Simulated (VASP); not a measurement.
Set up this calculation in VASP 6.6.1, as the native input.

```
Task                   : single point
Functional             : LDA
Potentials or basis    : VASP PAW LDA potentials, release 64 (W_sv, S)
Cutoff                 : 520 eV
k mesh                 : 7 × 7 × 2
Occupations            : fermi-dirac, width 0.05 eV
Spin                   : no spin polarisation
Hubbard terms          : W d U = 8.0 eV
Dipole correction      : no
Further INCAR settings : ALGO = Normal; EDIFF = 1e-07; NBANDS = 35
```

The structure of WS2 lies in POSCAR:

```
WS2
1.0
    3.1460265126      0.0000000000      0.0000000000
   -1.5730132563      2.7245388809      0.0000000000
    0.0000000000      0.0000000000     23.4282432581
W S
2 4
Direct
    0.6666666667      0.3333333333      0.3714058178
    0.3333333333      0.6666666667      0.6285941822
    0.6666666667      0.3333333333      0.6948794176
    0.3333333333      0.6666666667      0.4377989034
    0.6666666667      0.3333333333      0.5622010966
    0.3333333333      0.6666666667      0.3051205824
```

One way to write it, as run:

INCAR

```
SYSTEM = WS2
PREC = Accurate ; ENCUT = 520
EDIFF = 1E-7 ; ISMEAR = -1
SIGMA = 0.05 ; LREAL = .FALSE.
LASPH = .TRUE. ; NELM = 150
ALGO = Normal ; ISIF = 2
LWAVE = .FALSE. ; LCHARG = .TRUE.
LMAXMIX = 4 ; LDAU = .TRUE.
LDAUTYPE = 2 ; LDAUL = 2 -1
LDAUU = 8 0 ; LDAUJ = 0 0
LDAUPRINT = 1 ; LELF = .TRUE.
LVHAR = .TRUE. ; NBANDS = 35
```

KPOINTS

```
Automatic mesh
0
G
  7 7 2
  0 0 0
```

Potentials or basis: VASP PAW LDA potentials, release 64 (W_sv, S).

The run is started by

```bash
$ cat potpaw_LDA.64/W_sv/POTCAR potpaw_LDA.64/S/POTCAR > POTCAR
$ mpirun -np 1 vasp_std > vasp.out
```

It gave:

| Property | Result |
| --- | --- |
| Largest force | 0.855 eV/Å |
| Band gap on the k mesh | 1.44 eV (least direct gap 2.36 eV) |

Caveat: spin-orbit coupling is left out, which moves the levels of the heavy elements.

It took 3.5 min on 1 thread of Intel(R) Xeon(R) Platinum 8259CL CPU @ 2.50GHz (Skylake/Cascade Lake), on a shared host, peak memory 0.29 GiB.
